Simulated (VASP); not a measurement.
# Hg2O (I4/mmm) in VASP: single point with PBE

Aim: the single point of Hg2O with PBE.

Program: VASP 6.6.1. These are calculated values, not measurements. Logs are shortened: lines on timing, memory, paths and dates and some standing lists are left out, and cuts for length are marked.

### 1 The cell of the first run

It takes space group I4/mmm (No. 139, tetragonal). The conventional cell has a = 3.090 Å, b = 3.090 Å, c = 10.674 Å, α = 90.00°, β = 90.00°, γ = 90.00°. Within 3.5 Å of Hg (site symmetry 4mm) lie 4 O at 2.65 Å and 9 Hg at 3.00 to 3.20 Å. O (site symmetry 4/mmm) has 8 Hg at 2.65 Å and 4 O at 3.09 Å within 3.5 Å.

The cell was generated, and may not be a known phase.

### 2 Single point, PBE

File INCAR:

```
ALGO     = Normal         # electronic algorithm
EDIFF    = 1E-6           # SCF threshold, eV
ENCUT    = 520            # plane-wave cutoff, eV
GGA      = PE             # functional
ISIF     = 2              # what is computed and relaxed
ISMEAR   = 0              # smearing method
LASPH    = True           # aspherical terms in the spheres
LCHARG   = True           # write CHGCAR
LELF     = True           # ELF
LREAL    = False          # projectors in reciprocal space
LVHAR    = True         
LWAVE    = False          # write WAVECAR
NBANDS   = 22             # bands
NELM     = 100            # most SCF steps
PREC     = Accurate       # precision mode
SIGMA    = 0.1            # smearing width, eV
```

File KPOINTS:

```
k-points
0
Gamma
  20 20 20
```

File POSCAR:

```
Hg2O
1.0
   -1.5448085282      1.5448085282      5.3372115576
    1.5448085282     -1.5448085282      5.3372115576
    1.5448085282      1.5448085282     -5.3372115576
Hg O
2 1
Direct
    0.3593555525      0.3593555525      0.0000000000
    0.6406444475      0.6406444475      0.0000000000
    0.0000000000      0.0000000000      0.0000000000
```

Potentials or basis: VASP PAW PBE potentials, release 64 (Hg, O).

Started as:

```bash
$ cat potpaw_PBE.64/Hg/POTCAR potpaw_PBE.64/O/POTCAR > POTCAR
$ mpirun -np 1 vasp_std > vasp.out
```

OUTCAR:

```text
EDIFF = 1E-6
   ENCUT = 520
   GGA = PE
   ISIF = 2
   ISMEAR = 0
   LASPH = True
   LREAL = False
   NELM = 100
   PREC = Accurate

 ion  position               nearest neighbor table
   1  0.359  0.359  0.000-   3 2.65   3 2.65   3 2.65   3 2.65   2 3.00   2 3.20   2 3.20   2 3.20
                             2 3.20
   2  0.641  0.641  0.000-   3 2.65   3 2.65   3 2.65   3 2.65   1 3.00   1 3.20   1 3.20   1 3.20
                             1 3.20
   3  0.000  0.000  0.000-   2 2.65   2 2.65   2 2.65   1 2.65   2 2.65   1 2.65   1 2.65   1 2.65

  LATTYP: Found a body centered tetragonal cell.
 ALAT       =     3.0896170564
 C/A-ratio  =     3.4549340324

  Lattice vectors:

 A1 = (  -1.5448085282,   1.5448085282,   5.3372115576)
 A2 = (   1.5448085282,  -1.5448085282,   5.3372115576)
 A3 = (   1.5448085282,   1.5448085282,  -5.3372115576)

Analysis of symmetry for initial positions (statically):
=====================================================================
 Subroutine PRICEL returns:
 Original cell was already a primitive cell.

 Routine SETGRP: Setting up the symmetry group for a
 body centered tetragonal supercell.

 Subroutine GETGRP returns: Found 16 space group operations
 (whereof 16 operations were pure point group operations)
 out of a pool of 16 trial point group operations.

The static configuration has the point symmetry D_4h.

Analysis of symmetry for dynamics (positions and initial velocities):
=====================================================================
 Subroutine PRICEL returns:
 Original cell was already a primitive cell.

 Routine SETGRP: Setting up the symmetry group for a
 body centered tetragonal supercell.

 Subroutine GETGRP returns: Found 16 space group operations
 (whereof 16 operations were pure point group operations)
 out of a pool of 16 trial point group operations.

The dynamic configuration has the point symmetry D_4h.

 Subroutine INISYM returns: Found 16 space group operations
 (whereof 16 operations are pure point group operations),
 and found     1 'primitive' translations

----------------------------------------------------------------------------------------

                                     Primitive cell
[... 87 lines left out ...]
   ISPIN  =      1    spin polarized calculation?
   LNONCOLLINEAR =      F non collinear calculations
   LSORBIT =      F    spin-orbit coupling
   LASPH  =      T    aspherical Exc in radial PAW
   ENCUT  =  520.0 eV  38.22 Ry    6.18 a.u.  10.72 10.72 10.72*2*pi/ulx,y,z
   NELM   =    100;   NELMIN=  2; NELMDL= -5     # of ELM steps
   EDIFF  = 0.1E-05   stopping-criterion for ELM
   LREAL  =      F    real-space projection
   EDIFFG = 0.1E-04   stopping-criterion for IOM
   NSW    =      0    number of steps for IOM
   IBRION =     -1    ionic relax: 0-MD 1-quasi-New 2-CG
   NFREE  =      0    steps in history (QN), initial steepest desc. (CG)
   ISIF   =      2    stress and relaxation
   ISYM   =      2    0-nonsym 1-usesym 2-fastsym
   POTIM  = 0.5000    time-step for ionic-motion
   TEBEG  =    0.0;   TEEND  =   0.0 temperature during run
   PSTRESS=    0.0 pullay stress
   NELECT =      30.0000    total number of electrons
   NUPDOWN=      -1.0000    fix difference up-down
   EMIN   =  10.00;   EMAX   =-10.00  energy-range for DOS
   EFERMI =   0.00;   METHOD = LEGACY
   ISMEAR =     0;   SIGMA  =   0.10  broadening in eV -4-tet -1-fermi 0-gaus
   EFERMI_NEDOS =   21; number of points for ismear=-14 and -15
   IALGO  =     38    algorithm
   IMIX   =      4    mixing-type and parameters
     AMIX     =   0.40;   BMIX     =  1.00
     AMIX_MAG =   1.60;   BMIX_MAG =  1.00
  volume/ion in A,a.u.               =      16.98       114.60
  Fermi-wavevector in a.u.,A,eV,Ry     =   1.372168  2.593022 25.617668  1.882845
  Thomas-Fermi vector in A             =   2.497799
   LORBIT       =      0    0 simple, 1 ext, 2 COOP (PROOUT), +10 PAW based schemes
   GGA     = PE    functional components
   LHFCALC =     F    Hartree Fock is set to
   AEXX    =    0.0000 exact exchange contribution
   IVDW    =     0    specifies the selected vdW correction
   LEPSILON=     F    determine dielectric tensor
   LRPA    =     F    only Hartree local field effects (RPA)
 non-spin polarized calculation
 Gauss-broadening in eV      SIGMA  =   0.10
  energy-cutoff  :      520.00
  volume of cell :       50.95
 maximum number of plane-waves:      1386
 NGX is ok and might be reduce to    48
   NGX = 21   NGY = 21   NGZ = 21

 number of electron      29.9999999 magnetization

 Free energy of the ion-electron system (eV)
  ---------------------------------------------------
  ext. energy  EPLUGINS =         0.00000000
  ---------------------------------------------------
  free energy    TOTEN  =        -4.73476387 eV

  energy without entropy =       -4.73114356  energy(sigma->0) =       -4.73295371

 E-fermi :   2.9636     XC(G=0): -11.4320

 val. band max:        2.9463404478   @ k =  -0.4000   0.3000  -0.0000
 cond. band min:       2.9650139499   @ k =  -0.2500   0.3000   0.1000
 fundamental gap:      0.0186735022
 Fermi energy:         2.9635686430

 k-point     1 :       0.0000    0.0000    0.0000
  band No.  band energies     occupation
      1     -14.2914      2.00000
      2      -4.9754      2.00000
      3      -4.7741      2.00000
      4      -4.4559      2.00000
      5      -4.4533      2.00000
      6      -4.1586      2.00000
[... 589 lines left out ...]
     21      15.5771      0.00000
     22      16.6607      0.00000

 [... further k-points ...]

------------------------ aborting loop because EDIFF is reached ----------------------------------------

  FORCE on cell =-STRESS in cart. coord.  units (eV):
  Direction    XX          YY          ZZ          XY          YZ          ZX
  --------------------------------------------------------------------------------------
  -------------------------------------------------------------------------------------
  Total        0.1946170      0.1946170      0.2072381      0.0000000      0.0000000     -0.0000000
  in kB        6.1202292      6.1202292      6.5171316      0.0000000      0.0000000     -0.0000000
  external PRESSURE =       6.2525300 kB  Pullay stress =       0.0000000 kB

 VOLUME and BASIS-vectors are now :
 -----------------------------------------------------------------------------
  energy-cutoff  :      520.00
  volume of cell :       50.95
      direct lattice vectors                 reciprocal lattice vectors
    -1.544808528  1.544808528  5.337211558     0.000000000  0.323664707  0.093681878
     1.544808528 -1.544808528  5.337211558     0.323664707  0.000000000  0.093681878
     1.544808528  1.544808528 -5.337211558     0.323664707  0.323664707  0.000000000

 POSITION                                       TOTAL-FORCE (eV/Angst)
 -----------------------------------------------------------------------------------
      0.00000      0.00000      3.83591        -0.000000     -0.000000     -0.028006
      0.00000      0.00000      6.83851         0.000000      0.000000      0.028006
      0.00000      0.00000      0.00000        -0.000000     -0.000000     -0.000000
 -----------------------------------------------------------------------------------
    total drift:                                0.000000      0.000000     -0.000000

  FREE ENERGIE OF THE ION-ELECTRON SYSTEM (eV)
  ---------------------------------------------------
  free  energy   TOTEN  =        -4.7347638743 eV

  energy  without entropy=       -4.7311435555  energy(sigma->0) =       -4.73295371
```

OSZICAR:

```text
N       E                     dE             d eps       ncg     rms          rms(c)
DAV:   1     0.230633809865E+03    0.23063E+03   -0.15463E+04 28220   0.135E+03
DAV:   2     0.701545205194E+00   -0.22993E+03   -0.21425E+03 30744   0.343E+02
DAV:   3    -0.768793138554E+01   -0.83895E+01   -0.83088E+01 32674   0.688E+01
DAV:   4    -0.771955823977E+01   -0.31627E-01   -0.31621E-01 30202   0.413E+00
DAV:   5    -0.771961757284E+01   -0.59333E-04   -0.59331E-04 32950   0.175E-01    0.115E+01
DAV:   6    -0.555759037629E+01    0.21620E+01   -0.14565E+01 36262   0.483E+01    0.129E+01
DAV:   7    -0.479035377057E+01    0.76724E+00   -0.58931E+00 32390   0.139E+01    0.532E+00
DAV:   8    -0.474652259798E+01    0.43831E-01   -0.48388E-01 30942   0.514E+00    0.183E+00
DAV:   9    -0.473759559361E+01    0.89270E-02   -0.49507E-02 31084   0.192E+00    0.345E-01
DAV:  10    -0.473471902450E+01    0.28766E-02   -0.66797E-03 31284   0.627E-01    0.128E-01
DAV:  11    -0.473475817672E+01   -0.39152E-04   -0.64257E-04 32284   0.187E-01    0.622E-02
DAV:  12    -0.473476840110E+01   -0.10224E-04   -0.69479E-05 32192   0.508E-02    0.242E-02
DAV:  13    -0.473476390201E+01    0.44991E-05   -0.22304E-05 31696   0.289E-02    0.477E-03
DAV:  14    -0.473476387432E+01    0.27696E-07   -0.16489E-06 18904   0.857E-03
   1 F= -.47347639E+01 E0= -.47329537E+01  d E =-.362032E-02
```

stdout:

```text
POSCAR found type information on POSCAR HgO
 POSCAR found :  2 types and       3 ions
 scaLAPACK will be used
 LDA part: xc-table for (Slater+PW92), standard interpolation
 POSCAR, INCAR and KPOINTS ok, starting setup
 FFT: planning ... GRIDC
 FFT: planning ... GRID_SOFT
 FFT: planning ... GRID
 WAVECAR not read
 entering main loop
```

Wall time 32 min (1 thread of Intel Xeon Platinum 8124M at 3.00GHz (Skylake/Cascade Lake), shared host); peak memory 0.81 GiB.

What came out:

- Free energy: -4.7348 eV
- Pressure: 0.6 GPa
- Largest force: 0.028 eV/Å
- Band gap on the k mesh: zero (bands 15 and 16 overlap by 2.02 eV)

Forces in eV/Å, atoms in the order of the input:
```
Hg   0.000  0.000 -0.028
Hg   0.000  0.000  0.028
O    0.000  0.000  0.000
```

Levels at points of the mesh, in eV from the Fermi level:
| k point | band 11 | band 12 | band 13 | band 14 | band 15 | band 16 | band 17 | band 18 | band 19 | band 20 |
| --- | --- | --- | --- | --- | --- | --- | --- | --- | --- | --- |
| (0.00, 0.00, 0.00) | -5.97 | -5.72 | -3.58 | -1.18 | -1.18 | 1.73 | 2.12 | 10.10 | 10.10 | 13.42 |
| (0.50, 0.00, 0.00) | -5.59 | -4.31 | -3.35 | -1.81 | -0.95 | 0.26 | 2.86 | 4.20 | 8.96 | 10.33 |
| (0.50, 0.50, 0.00) | -5.34 | -3.21 | -2.23 | -1.11 | 0.52 | 2.10 | 2.25 | 3.78 | 5.65 | 5.72 |
| (0.50, 0.50, 0.50) | -5.66 | -5.66 | -3.21 | -1.41 | -1.35 | -1.35 | 8.36 | 9.03 | 10.38 | 10.38 |

Caveat: spin-orbit coupling is left out, which moves the levels of the heavy elements.
